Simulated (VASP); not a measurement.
Set up this calculation in VASP 6.6.1, as the native input.

| Item | Value |
| --- | --- |
| Task | single point |
| Functional | PBE |
| Potentials or basis | VASP PAW PBE potentials, release 64 (Na_pv, H) |
| Cutoff | 520 eV |
| k mesh | 2 × 2 × 2 |
| Occupations | fermi-dirac, width 0.026 eV |
| Spin | no spin polarisation |
| Dipole correction | no |
| Further INCAR settings | LREAL = Auto; ALGO = Normal; EDIFF = 1e-06; NBANDS = 46 |

The structure of NaH lies in POSCAR:

```
NaH
1.0
    0.0000000000      4.7950245745      4.7950245745
    4.7950245745      0.0000000000      4.7950245745
    4.7950245745      4.7950245745      0.0000000000
Na H
8 8
Direct
   -0.0176477719      0.0028993595      0.0111074509
   -0.0019236606     -0.0226895605      0.4963198755
    0.0246634815      0.5022216180     -0.0042352233
   -0.0043987262      0.4968648154      0.4983315441
    0.5194351898     -0.0079374984      0.0114986898
    0.4995580237      0.0023092687      0.4957463644
    0.4755397943      0.5100724641      0.0053970526
    0.5046047132      0.5168703437      0.4857587201
    0.2484637944      0.2528460451      0.2577477927
    0.2468859088      0.2798469495      0.7430034914
    0.2418797823      0.7186445964      0.2728393733
    0.2563595829      0.7496342186      0.7271117063
    0.7498521528      0.2463763181      0.2387901213
    0.7289515300      0.2625024086      0.7425956728
    0.7749566123      0.7474520608      0.2651364931
    0.7565012324      0.7287685278      0.7544991572
```

These files were run (other wordings do the same):

INCAR

```
SYSTEM = NaH
ALGO = Normal
EDIFF = 1E-6
ENCUT = 520
GGA = PE
ISIF = 2
ISMEAR = -1
LASPH = .TRUE.
LCHARG = .FALSE.
LREAL = Auto
LWAVE = .FALSE.
NBANDS = 46
NELM = 60
PREC = Accurate
SIGMA = 0.026
```

KPOINTS

```
k-points
0
G
  2 2 2
  0 0 0
```

Potentials or basis: VASP PAW PBE potentials, release 64 (Na_pv, H).

Launch:

```bash
$ cat potpaw_PBE.64/Na_pv/POTCAR potpaw_PBE.64/H/POTCAR > POTCAR
$ mpirun -np 1 vasp_std > vasp.out
```

It gave:

* Pressure: 0.8 GPa
* Largest force: 0.500 eV/Å
* Band gap on the k mesh: 3.66 eV (least direct gap 3.80 eV)

Caveat: the k points lie up to 0.57 Å⁻¹ apart; the atoms stand as in a frame of molecular dynamics.

Run time: 110 s on 1 thread of Intel(R) Xeon(R) Platinum 8488C (Sapphire Rapids), on a shared host, peak memory 0.35 GiB.
